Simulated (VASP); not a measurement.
# HgTe (I-4m2) in VASP: a series of runs, part 2 of 2

VASP 6.6.1. The steps go on from the part before.

## Step 3: Single point, PBEsol (strain -0.050 along x and y, +0.050 along z)

File INCAR:

```
SYSTEM = HgTe
  ALGO = Normal
  EDIFF = 1E-6
  ENCUT = 520
  GGA = PS
  ISIF = 2
  ISMEAR = 0
  LASPH = .True.
  LCHARG = .True.
  LELF = .True.
  LREAL = .False.
  LVHAR = .True.
  LWAVE = .False.
  NBANDS = 16
  NELM = 60
  PREC = Accurate
  SIGMA = 0.15
```

File KPOINTS:

```
k-points
0
Gamma
  16 16 16
  0 0 0
```

File POSCAR:

```
HgTe
1.0
    0.0000000000      3.0930919152      3.4186805378
    3.0930919152      0.0000000000      3.4186805378
    3.0930919152      3.0930919152      0.0000000000
Hg Te
1 1
Direct
    0.0000000000      0.0000000000      0.0000000000
    0.7500000000      0.7500000000      0.7500000000
```

Potentials or basis: VASP PAW PBE potentials, release 64 (Hg, Te).

Run with:

```console
cat potpaw_PBE.64/Hg/POTCAR potpaw_PBE.64/Te/POTCAR > POTCAR
mpirun -np 1 vasp_std > vasp.out
```

Wall time 2.6 min (1 thread of Intel Xeon Platinum 8559C (Emerald Rapids), shared host); peak memory 0.5 GiB.

It converged, with:

| Property | Result |
| --- | --- |
| Free energy | -4.3252 eV |
| Pressure | 2.5 GPa |
| Band gap on the k mesh | zero (filled and empty bands touch) |

Stress tensor (GPa, compression positive):
```
3.07 0.00 0.00
0.00 3.07 0.00
0.00 0.00 1.32
```

Levels at points of the mesh, in eV from the Fermi level:
| k point | band 5 | band 6 | band 7 | band 8 | band 9 | band 10 | band 11 | band 12 | band 13 | band 14 |
| --- | --- | --- | --- | --- | --- | --- | --- | --- | --- | --- |
| (0.00, 0.00, 0.00) | -7.19 | -7.11 | -0.97 | -0.52 | -0.08 | -0.08 | 3.98 | 3.98 | 3.99 | 6.10 |
| (0.50, 0.00, 0.00) | -7.13 | -6.82 | -5.91 | -1.51 | -1.00 | 0.36 | 4.57 | 5.06 | 6.57 | 7.57 |
| (0.50, 0.50, 0.00) | -7.07 | -6.80 | -6.15 | -2.32 | -2.32 | 2.12 | 2.43 | 7.54 | 8.72 | 8.72 |
| (0.50, 0.00, 0.50) | -7.10 | -6.61 | -5.63 | -2.86 | -2.61 | 1.38 | 1.95 | 8.14 | 8.25 | 8.60 |

Caveat: the cell differs from its parent crystal (strain -0.050 along x and y, +0.050 along z); semilocal functionals underestimate gaps, and a narrow one can read as zero; the PAW data sets were made with another functional, which shifts forces and pressure a little; spin-orbit coupling is left out, which moves the levels of the heavy elements.

## Step 4: Single point, PBEsol (strain +0.000 along x and y, -0.050 along z)

File INCAR:

```
  PREC = Accurate
  ENCUT = 520
  EDIFF = 1E-6
  ISMEAR = 0
  SIGMA = 0.15
  LREAL = False
  LASPH = True
  NELM = 100
  ALGO = Normal
  ISIF = 2
  LWAVE = False
  LCHARG = False
  GGA = PS
  NBANDS = 16
```

File KPOINTS:

```
Automatic mesh
0
Gamma
  16 16 16
```

File POSCAR:

```
HgTe
1.0
    0.0000000000      3.2558862265      3.0930919152
    3.2558862265      0.0000000000      3.0930919152
    3.2558862265      3.2558862265      0.0000000000
Hg Te
1 1
Direct
    0.0000000000      0.0000000000      0.0000000000
    0.7500000000      0.7500000000      0.7500000000
```

Run with:

```console
cat potpaw_PBE.64/Hg/POTCAR potpaw_PBE.64/Te/POTCAR > POTCAR
mpirun -np 1 vasp_std > vasp.out
```

Wall time 2.5 min (1 thread of Intel Xeon Platinum 8559C (Emerald Rapids), shared host); peak memory 0.5 GiB.

Results (log left out):

```
Free energy            : -4.3454 eV
Pressure               : 2.5 GPa
Band gap on the k mesh : 0.11 eV (least direct gap 0.17 eV)
```

Stress tensor (GPa, compression positive):
```
2.27 0.00 0.00
0.00 2.27 0.00
0.00 0.00 2.92
```

Levels at points of the mesh, in eV from the valence-band top:
| k point | band 7 | band 8 | band 9 | band 10 | band 11 | band 12 |
| --- | --- | --- | --- | --- | --- | --- |
| (0.00, 0.00, 0.00) | -0.73 | -0.05 | -0.05 | 0.11 | 4.15 | 4.15 |
| (0.50, 0.00, 0.00) | -5.72 | -1.16 | -0.93 | 0.63 | 4.82 | 5.13 |
| (0.50, 0.50, 0.00) | -5.45 | -2.55 | -2.55 | 1.58 | 2.16 | 8.44 |
| (0.50, 0.00, 0.50) | -5.69 | -2.39 | -2.27 | 1.96 | 2.39 | 8.09 |

Caveat: the cell differs from its parent crystal (strain +0.000 along x and y, -0.050 along z); the smearing spreads over this small gap; the PAW data sets were made with another functional, which shifts forces and pressure a little; spin-orbit coupling is left out, which moves the levels of the heavy elements. A k mesh can miss the band edges.

## Step 5: Single point, PBEsol (strain -0.025 along x and y, +0.050 along z)

File INCAR:

```
PREC = Accurate
ENCUT = 520
EDIFF = 1E-6
ISMEAR = 0
SIGMA = 0.15
LREAL = False
LASPH = True
NELM = 100
ALGO = Normal
ISIF = 2
LWAVE = False
LCHARG = True
GGA = PS
LELF = True
LVHAR = True
NBANDS = 16
```

File KPOINTS:

```
regular mesh
0
Gamma
  16 16 16
```

File POSCAR:

```
HgTe
1.0
    0.0000000000      3.1744890708      3.4186805378
    3.1744890708      0.0000000000      3.4186805378
    3.1744890708      3.1744890708      0.0000000000
Hg Te
1 1
Direct
    0.0000000000      0.0000000000      0.0000000000
    0.7500000000      0.7500000000      0.7500000000
```

Run with:

```console
cat potpaw_PBE.64/Hg/POTCAR potpaw_PBE.64/Te/POTCAR > POTCAR
mpirun -np 1 vasp_std > vasp.out
```

Wall time 3.1 min (1 thread of Intel Xeon Platinum 8488C (Sapphire Rapids), shared host); peak memory 0.52 GiB.

It converged, with:

```
Free energy            : -4.3638 eV
Pressure               : 0.1 GPa
Band gap on the k mesh : zero (filled and empty bands touch)
```

Stress tensor (GPa, compression positive):
```
 0.51  0.00  0.00
 0.00  0.51  0.00
 0.00  0.00 -0.84
```

Levels at points of the mesh, in eV from the Fermi level:
| k point | band 7 | band 8 | band 9 | band 10 | band 11 | band 12 |
| --- | --- | --- | --- | --- | --- | --- |
| (0.00, 0.00, 0.00) | -1.04 | -0.37 | -0.08 | -0.08 | 4.08 | 4.08 |
| (0.50, 0.00, 0.00) | -5.55 | -1.29 | -0.94 | 0.43 | 4.68 | 5.05 |
| (0.50, 0.50, 0.00) | -5.74 | -2.16 | -2.16 | 2.03 | 2.49 | 7.53 |
| (0.50, 0.00, 0.50) | -5.39 | -2.54 | -2.37 | 1.51 | 2.17 | 7.97 |

Caveat: the cell differs from its parent crystal (strain -0.025 along x and y, +0.050 along z); semilocal functionals underestimate gaps, and a narrow one can read as zero; the PAW data sets were made with another functional, which shifts forces and pressure a little; spin-orbit coupling is left out, which moves the levels of the heavy elements.

## Step 6: Single point, PBEsol (strain +0.025 along x and y, -0.050 along z)

File INCAR:

```
SYSTEM = HgTe
ALGO = Normal
EDIFF = 1E-6
ENCUT = 520
GGA = PS
ISIF = 2
ISMEAR = 0
LASPH = .TRUE.
LCHARG = .FALSE.
LREAL = .FALSE.
LWAVE = .FALSE.
NBANDS = 16
NELM = 80
PREC = Accurate
SIGMA = 0.15
```

File KPOINTS:

```
k-points
0
G
  16 16 16
  0 0 0
```

File POSCAR:

```
HgTe
1.0
    0.0000000000      3.3372833822      3.0930919152
    3.3372833822      0.0000000000      3.0930919152
    3.3372833822      3.3372833822      0.0000000000
Hg Te
1 1
Direct
    0.0000000000      0.0000000000      0.0000000000
    0.7500000000      0.7500000000      0.7500000000
```

Potentials or basis: VASP PAW PBE potentials, release 64 (Hg, Te).

Run with:

```console
cat potpaw_PBE.64/Hg/POTCAR potpaw_PBE.64/Te/POTCAR > POTCAR
mpirun -np 1 vasp_std > vasp.out
```

It took 2.5 min on 1 thread of Intel Xeon Platinum 8488C (Sapphire Rapids), shared host; peak memory 0.52 GiB.

Results (log left out):

| Item | Value |
| --- | --- |
| Free energy | -4.3655 eV |
| Pressure | 0.1 GPa |
| Band gap on the k mesh | 0.12 eV (least direct gap 0.22 eV) |

Stress tensor (GPa, compression positive):
```
-0.30  0.00  0.00
 0.00 -0.30  0.00
 0.00  0.00  0.75
```

Levels at points of the mesh, in eV from the valence-band top:
```
           k point  band 5  band 6  band 7  band 8  band 9  band 10  band 11  band 12  band 13  band 14
(0.00, 0.00, 0.00)   -6.75   -6.70   -0.89   -0.10   -0.10     0.12     4.23     4.24     4.24     6.31
(0.50, 0.00, 0.00)   -6.70   -6.44   -5.40   -1.13   -0.81     0.59     4.79     5.23     6.75     7.67
(0.50, 0.50, 0.00)   -6.67   -6.22   -5.13   -2.41   -2.41     1.48     2.23     8.31     8.72     8.72
(0.50, 0.00, 0.50)   -6.67   -6.35   -5.47   -2.19   -2.02     2.02     2.52     7.81     8.38     8.75
```

Caveat: the cell differs from its parent crystal (strain +0.025 along x and y, -0.050 along z); the PAW data sets were made with another functional, which shifts forces and pressure a little; spin-orbit coupling is left out, which moves the levels of the heavy elements. A k mesh can miss the band edges.

## Step 7: Single point, PBEsol (strain +0.025 along x and y, -0.025 along z)

File INCAR:

```
ALGO = Normal
EDIFF = 1E-7
ENCUT = 520
GGA = PS
ISIF = 2
ISMEAR = 0
LASPH = T
LCHARG = F
LREAL = F
LWAVE = F
NBANDS = 16
NELM = 80
PREC = Accurate
SIGMA = 0.15
```

File KPOINTS:

```
k-points
0
Gamma
  16 16 16
```

File POSCAR:

```
HgTe
1.0
    0.0000000000      3.3372833822      3.1744890708
    3.3372833822      0.0000000000      3.1744890708
    3.3372833822      3.3372833822      0.0000000000
Hg Te
1 1
Direct
    0.0000000000      0.0000000000      0.0000000000
    0.7500000000      0.7500000000      0.7500000000
```

Run with:

```console
cat potpaw_PBE.64/Hg/POTCAR potpaw_PBE.64/Te/POTCAR > POTCAR
mpirun -np 1 vasp_std > vasp.out
```

Run time: 2.7 min. Hardware: 1 thread of Intel Xeon Platinum 8488C (Sapphire Rapids), shared host; peak memory 0.53 GiB.

It converged, with:

* Free energy: -4.3677 eV
* Pressure: -0.9 GPa
* Band gap on the k mesh: 0.10 eV (least direct gap 0.15 eV)

Stress tensor (GPa, compression positive):
```
-1.19  0.00  0.00
 0.00 -1.19  0.00
 0.00  0.00 -0.43
```

Levels at points of the mesh, in eV from the valence-band top:
```csv
k point,band 6,band 7,band 8,band 9,band 10,band 11,band 12,band 13
"(0.00, 0.00, 0.00)",-6.58,-0.91,-0.05,-0.05,0.10,4.28,4.29,4.29
"(0.50, 0.00, 0.00)",-6.32,-5.22,-1.00,-0.79,0.63,4.91,5.18,6.74
"(0.50, 0.50, 0.00)",-6.14,-5.06,-2.22,-2.22,1.64,2.39,8.14,8.64
"(0.50, 0.00, 0.50)",-6.22,-5.28,-2.07,-1.97,1.98,2.58,7.83,8.44
```

Caveat: the cell differs from its parent crystal (strain +0.025 along x and y, -0.025 along z); the smearing spreads over this small gap; the PAW data sets were made with another functional, which shifts forces and pressure a little; spin-orbit coupling is left out, which moves the levels of the heavy elements. A k mesh can miss the band edges.

## Step 8: The runs side by side

| cell | gap on the mesh (eV) | pressure (GPa) |
| --- | --- | --- |
| a = 4.550, b = 4.550, c = 4.374 Å, angles 61.3, 61.3, 57.5°, 2 atoms | none | 4.0 |
| a = 4.610, b = 4.610, c = 4.374 Å, angles 61.7, 61.7, 56.6°, 2 atoms | none | 2.5 |
| a = 4.491, b = 4.491, c = 4.605 Å, angles 59.2, 59.2, 61.7°, 2 atoms | 0.11 | 2.5 |
| a = 4.665, b = 4.665, c = 4.489 Å, angles 61.2, 61.2, 57.5°, 2 atoms | none | 0.1 |
| a = 4.550, b = 4.550, c = 4.720 Å, angles 58.8, 58.8, 62.5°, 2 atoms | 0.12 | 0.1 |
| a = 4.606, b = 4.606, c = 4.720 Å, angles 59.2, 59.2, 61.6°, 2 atoms | 0.10 | -0.9 |

Alike in all rows: task single point; level PBEsol; potentials or basis VASP PAW PBE potentials, release 64 (Hg, Te); no spin polarisation; k mesh 16 × 16 × 16; cutoff (eV) 520; smearing gaussian 0.15 eV.

Caveats: the PAW data sets were made with another functional, which shifts forces and pressure a little; spin-orbit coupling is left out, which moves the levels of the heavy elements; semilocal functionals underestimate gaps, and a narrow one can read as zero (at least some runs); the smearing spreads over this small gap (at least some runs); the cell stands under pressure (at least some runs).

Absolute energies hang on the potentials; compare differences alone.
